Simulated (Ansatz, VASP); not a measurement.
Two plane-wave programs on Ni

```
Ni
1.0
     0.00000    2.53813    2.53813
     2.53813    0.00000    2.53813
     2.53813    2.53813    0.00000
Ni
2
Cartesian
  0.6345 0.6345 0.6345
  4.4417 4.4417 4.4417
```

Alike in both runs: task single point; functional revPBE; k mesh 12 × 12 × 12; occupations fermi-dirac, width 0.05 eV; collinear spin.

```csv
,VASP,Ansatz
version,VASP 6.6.1,Ansatz 0.2.0
potentials or method,"VASP PAW PBE potentials, release 64 (Ni), cutoff 520 eV","plane waves (420 eV) with PAW, scalar-relativistic"
valence electrons in the cell,20,36
```

Ansatz gave:

* pressure (GPa): 3.8
* net moment per atom (μB): 0.79
* size of the moment on the site where the two differ most (μB): 0.84

Estimate VASP's values.

pressure (GPa): 3.7; net moment per atom (μB): 0.78; size of the moment on the site where the two differ most (μB): 0.79.

VASP's potentials were made for PBE, not for revPBE. Site moments also hang on the region over which each program counts them. The functional is the same, so the differences come from potentials, cutoffs and numerics. VASP's potentials hold 20 valence electrons a cell and Ansatz's 36, so a difference there can come from the potentials and not from the codes.
